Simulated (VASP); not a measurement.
# OsPdC4N4: single point with PBE

Crystal: OsPdC4N4.

```
CELL_PARAMETERS angstrom
5.97226 0.00000 0.00000
0.00000 5.97226 0.00000
0.00000 0.00000 5.97226
ATOMIC_POSITIONS crystal
Pd 0.50000 0.50000 0.50000
Os 0.00000 0.00000 0.00000
C 0.18562 0.18562 0.18562
C 0.18562 0.81438 0.81438
C 0.81438 0.18562 0.81438
C 0.81438 0.81438 0.18562
N 0.30027 0.30027 0.30027
N 0.30027 0.69973 0.69973
N 0.69973 0.30027 0.69973
N 0.69973 0.69973 0.30027
```

```yaml
Program: VASP 6.6.1
Task: single point
Functional: PBE
Potentials_or_basis: VASP PAW PBE potentials, release 64 (Pd, Os, C, N)
Cutoff: 520 eV
k_mesh: 6 × 6 × 6
Occupations: gaussian, width 0.02 eV
Spin: no spin polarisation
```

| Property | Result |
| --- | --- |
| Pressure | 0.5 GPa |
| Largest force | 0.300 eV/Å |
| Band gap on the k mesh | 0.34 eV (least direct gap 0.52 eV) |

Forces on the atoms (eV/Å):
```
Pd   0.000  0.000  0.000
Os   0.000  0.000  0.000
C   -0.070 -0.070 -0.070
C   -0.070  0.070  0.070
C    0.070 -0.070  0.070
C    0.070  0.070 -0.070
N    0.173  0.173  0.173
N    0.173 -0.173 -0.173
N   -0.173  0.173 -0.173
N   -0.173 -0.173  0.173
```

Levels at points of the mesh, in eV from the valence-band top:
```tsv
k point	band 25	band 26	band 27	band 28	band 29	band 30
(0.00, 0.00, 0.00)	-0.55	-0.55	-0.55	0.34	0.34	0.34
(0.50, 0.00, 0.00)	-0.73	-0.73	0.00	0.56	0.77	0.77
(0.50, 0.50, 0.00)	-0.59	-0.59	0.00	0.61	0.67	0.67
(0.50, 0.50, 0.50)	-0.37	-0.37	-0.37	0.38	0.38	0.38
```

Wall time 2.5 min on 1 thread of Intel(R) Xeon(R) Platinum 8559C (Emerald Rapids) (shared host), peak memory 0.41 GiB.

Caveat: spin-orbit coupling is left out, which moves the levels of the heavy elements. A k mesh can miss the band edges.
